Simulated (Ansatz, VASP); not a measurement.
Two plane-wave programs on NaCl

```
CELL_PARAMETERS angstrom
0.04582 2.80270 2.80270
2.80270 0.04582 2.80270
2.84852 2.84852 0.00000
ATOMIC_POSITIONS crystal
Na 0.00000 0.00000 0.00000
Cl 0.50000 0.50000 0.50000
```

Change from the starting cell: shear_xy strain +3.3%.

Alike in both runs: task single point; functional r2SCAN; k mesh 8 × 8 × 8; no spin polarisation.

|  | VASP | Ansatz |
| --- | --- | --- |
| version | VASP 6.6.1 | Ansatz 0.2.0 |
| potentials or method | VASP PAW PBE potentials, release 64 (Na_pv, Cl) | plane waves, PAW |
| plane-wave cutoff (eV) | 520 | 500 |
| occupations | gaussian, width 0.01 eV | fixed |
| valence electrons in the cell | 14 | 16 |

```tsv
	VASP	Ansatz	Ansatz less VASP
gap on the k mesh at the Fermi level (eV)	5.93	5.90	-0.023
pressure (GPa)	-0.1	0.0	+0.19
traceless stress, the component that is largest in VASP (GPa)	-0.50	-0.45	+0.057
```

VASP's potentials were made for PBE, not for r2SCAN. VASP's potentials hold 14 valence electrons a cell and Ansatz's 16, so a difference there can come from the potentials and not from the codes.
